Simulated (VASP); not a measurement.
A run of VASP 6.6.1 is set up as follows.

INCAR

```
  PREC = Accurate
  ENCUT = 600
  EDIFF = 1E-6
  ISMEAR = -1
  SIGMA = 0.05
  LREAL = False
  LASPH = True
  NELM = 60
  ALGO = Normal
  ISIF = 3
  LWAVE = False
  LCHARG = False
  GGA = PS
  IBRION = 2
  NSW = 80
  EDIFFG = -0.02
  PSTRESS = 200.0
```

KPOINTS

```
regular mesh
0
Gamma
  9 9 9
```

Contents of POSCAR:

```
Bi
1.0
   -1.9814305318      1.9814305318      1.9814305318
    1.9814305318     -1.9814305318      1.9814305318
    1.9814305318      1.9814305318     -1.9814305318
Bi
1
Direct
    0.0000000000      0.0000000000      0.0000000000
```

Potentials or basis: VASP PAW PBE potentials, release 64 (Bi_d).

Run with:

```console
$ cat potpaw_PBE.64/Bi_d/POTCAR > POTCAR
$ mpirun -np 1 vasp_std > vasp.out
```

Task: What does it give for the relaxed volume?

Result: 24.35 Å³/atom.

Task: What does it give for the relaxed cell?

Result: a = 3.163 Å, b = 3.163 Å, c = 3.163 Å, α = 109.47°, β = 109.47°, γ = 109.47°.

Final structure:
```yaml
crystal:
  lattice:
    - [-1.82593, 1.82593, 1.82593]
    - [1.82593, -1.82593, 1.82593]
    - [1.82593, 1.82593, -1.82593]
  atoms:
    - { symbol: Bi, position: [0.00000, 0.00000, 0.00000] }
```

Caveat: the cell is relaxed towards a set pressure, so the enthalpy falls and the energy may rise; the volume moved by over 15 % at a fixed basis, so the end points are rough; the PAW data sets were made with another functional, which shifts forces and pressure a little.
